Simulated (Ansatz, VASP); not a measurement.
# One calculation of AlGaN, two programs

The input INCAR:

```
PREC     = Accurate       # precision mode
ENCUT    = 520            # plane-wave cutoff, eV
EDIFF    = 1E-6           # SCF threshold, eV
ISMEAR   = 0              # smearing method
SIGMA    = 0.1            # smearing width, eV
LREAL    = F              # projectors in reciprocal space
LASPH    = T              # aspherical terms in the spheres
NELM     = 80             # most SCF steps
ALGO     = Normal         # electronic algorithm
ISIF     = 2              # what is computed and relaxed
LWAVE    = F              # write WAVECAR
LCHARG   = F              # write CHGCAR
GGA      = PE             # functional
NBANDS   = 30             # bands
```

KPOINTS

```
regular mesh
0
Gamma
  4 4 4
```

Contents of POSCAR:

```
AlGaN
1.0
    4.1636944300      0.0000000000      0.0000000000
    0.0000000000      4.1636944300      0.0000000000
    0.0000000000      0.0000000000      5.0307167400
Al Ga N
2 2 2
Direct
    0.5000000000      0.0000000000      0.0000000000
    0.0000000000      0.5000000000      0.5000000000
    0.5000000000      0.5000000000      0.0000000000
    0.5000000000      0.5000000000      0.5000000000
    0.0000000000      0.5000000000      0.0000000000
    0.5000000000      0.0000000000      0.5000000000
```

Input for Ansatz:

```yaml
crystal:
  lattice:
    - [4.16369443, 0.0, 0.0]
    - [0.0, 4.16369443, 0.0]
    - [0.0, 0.0, 5.03071674]
  atoms:
    - { symbol: Al, position: [0.5, 0.0, 0.0] }
    - { symbol: Al, position: [0.0, 0.5, 0.5] }
    - { symbol: Ga, position: [0.5, 0.5, 0.0] }
    - { symbol: Ga, position: [0.5, 0.5, 0.5] }
    - { symbol: "N", position: [0.0, 0.5, 0.0] }
    - { symbol: "N", position: [0.5, 0.0, 0.5] }
basis:
  ecutwfc: 420
kpoints:
  mp_grid: { grid: [4, 4, 4] }
hamiltonian:
  xc: pbe
scf:
  occupations: { method: gaussian, width: 0.1 }
  lower_state_search: "off"
output:
  forces: true
  stress: true
  eigenvalues: true
```

Alike in both runs: task single point; functional PBE; k mesh 4 × 4 × 4; occupations gaussian, width 0.1 eV; no spin polarisation.

|  | VASP | Ansatz |
| --- | --- | --- |
| version | VASP 6.6.1 | Ansatz 0.2.0 |
| potentials or method | VASP PAW PBE potentials, release 64 (Al, Ga_d, N), cutoff 520 eV | scalar-relativistic, plane waves, PAW |
| valence electrons in the cell | 42 | 42 |

|  | VASP | Ansatz | Ansatz less VASP |
| --- | --- | --- | --- |
| gap on the k mesh at the Fermi level (eV) | none | none | - |
| pressure (GPa) | 25.1 | 24.9 | -0.17 |
| traceless stress, the component that is largest in VASP (GPa) | -27.00 | -26.89 | +0.112 |

A gap of «none» marks a metal or a gap that the smearing closes.

The k mesh is coarse, so the values compare programs but aren't converged.
